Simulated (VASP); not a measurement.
Input of a VASP 6.6.1 run:

The input INCAR:

```
SYSTEM = CuO
ALGO = Normal
EDIFF = 1E-6
ENCUT = 520
GGA = PE
ISIF = 2
ISMEAR = 0
ISPIN = 2
LASPH = .True.
LCHARG = .False.
LDAU = .True.
LDAUJ = 0 0
LDAUL = 2 -1
LDAUPRINT = 1
LDAUTYPE = 2
LDAUU = 4 0
LMAXMIX = 4
LORBIT = 11
LREAL = .False.
LWAVE = .False.
MAGMOM = 1 1 -1 -1 0 0 0 0
NBANDS = 48
NELM = 150
PREC = Accurate
SIGMA = 0.05
```

The input KPOINTS:

```
k-points
0
Gamma
  4 4 4
  0 0 0
```

Contents of POSCAR:

```
CuO
1.0
    4.1744184050      0.0000000000      0.3305692971
    0.0000000000      4.1521210669      0.0000000000
    1.6747185423      2.0760605335      5.3668803988
Cu O
4 4
Direct
    0.2500000000      0.2500000000      0.0000000000
    0.0000000000     -0.5000000000      0.5000000000
    0.7500000000      0.7500000000      0.0000000000
    0.5000000000      0.0000000000      0.5000000000
    0.3750000000     -0.1250352670      0.2500000000
    0.1250000000     -0.3749647330      0.7500000000
    0.8750000000      0.3749647330      0.2500000000
    0.6250000000      0.1250352670      0.7500000000
```

Potentials or basis: VASP PAW PBE potentials, release 64 (Cu, O).

Command:

```console
$ cat potpaw_PBE.64/Cu/POTCAR potpaw_PBE.64/O/POTCAR > POTCAR
$ mpirun -np 1 vasp_std > vasp.out
```

What does it give for the pressure?

-2.9 GPa.

Estimate the net moment.

0.00 μB per cell.

What does it give for the band gap on the k mesh?

0.80 eV.

Eigenvalues of the final occupation matrices:
| site | spin | trace | eigenvalues |
| --- | --- | --- | --- |
| site 1 d | 1 | 4.88 | 0.95 0.97 0.97 0.98 1.01 |
| site 1 d | 2 | 4.29 | 0.44 0.94 0.97 0.97 0.98 |
| site 2 d | 1 | 4.88 | 0.95 0.97 0.97 0.98 1.01 |
| site 2 d | 2 | 4.29 | 0.44 0.94 0.97 0.97 0.98 |
| site 3 d | 1 | 4.29 | 0.44 0.94 0.97 0.97 0.98 |
| site 3 d | 2 | 4.88 | 0.95 0.97 0.97 0.98 1.01 |
| site 4 d | 1 | 4.29 | 0.44 0.94 0.97 0.97 0.98 |
| site 4 d | 2 | 4.88 | 0.95 0.97 0.97 0.98 1.01 |

Caveat: semilocal functionals underestimate gaps, and a narrow one can read as zero. A k mesh can miss the band edges.
